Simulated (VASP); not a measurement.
## MnO: single point with r2SCAN

Crystal: MnO.

```
Mn O
1.0
    -2.14207   -2.14207    4.37018
    -4.37018   -2.14207    2.14207
    -2.14207   -4.37018    2.14207
Mn O
2 2
Direct
  0.00000 0.00000 0.00000
  0.50000 0.50000 0.50000
  0.25000 0.25000 0.25000
  0.75000 0.75000 0.75000
```

- Program: VASP 6.6.1
- Task: single point
- Functional: r2SCAN
- Potentials or basis: VASP PAW PBE potentials, release 64 (Mn_pv, O)
- Cutoff: 520 eV
- k mesh: 8 × 8 × 8
- Occupations: gaussian, width 0.05 eV
- Spin: collinear spin, antiferromagnetic start
- Starting moments: [4.59, -4.59, 0.0, 0.0] μB

The pressure is 0.2 GPa. The band gap on the k mesh is 1.71 eV. The net moment is 0.00 μB per cell, the site moments are Mn +4.45, -4.45; O +0.00 μB and the valence electrons inside the program's atomic spheres are Mn 11.37; O 5.03.

Levels at points of the mesh, in eV from the valence-band top:
Spin up:
```csv
k point,band 17,band 18,band 19,band 20,band 21,band 22
"(0.00, 0.00, 0.00)",-1.91,-0.64,-0.64,1.71,3.44,3.44
"(0.50, 0.00, 0.00)",-1.39,-0.28,-0.12,2.42,4.13,4.28
"(0.50, 0.50, 0.00)",-1.46,-0.32,-0.18,2.75,4.20,4.29
"(0.50, 0.50, 0.50)",-1.84,0.00,0.00,2.87,3.34,3.34
```
Spin down:
```csv
k point,band 16,band 17,band 18,band 19,band 20,band 21,band 22,band 23
"(0.00, 0.00, 0.00)",-2.25,-1.91,-0.64,-0.64,1.71,3.44,3.44,3.47
"(0.50, 0.00, 0.00)",-1.66,-1.39,-0.28,-0.12,2.42,4.13,4.28,4.69
"(0.50, 0.50, 0.00)",-1.66,-1.46,-0.32,-0.18,2.75,4.20,4.29,5.07
"(0.50, 0.50, 0.50)",-2.21,-1.84,0.00,0.00,2.87,3.34,3.34,4.02
```

It took 9.7 min on 1 thread of Intel(R) Xeon(R) 6975P-C (Granite Rapids), on a shared host, peak memory 0.38 GiB.

Caveat: the PAW data sets were made with another functional, which shifts forces and pressure a little. A k mesh can miss the band edges.
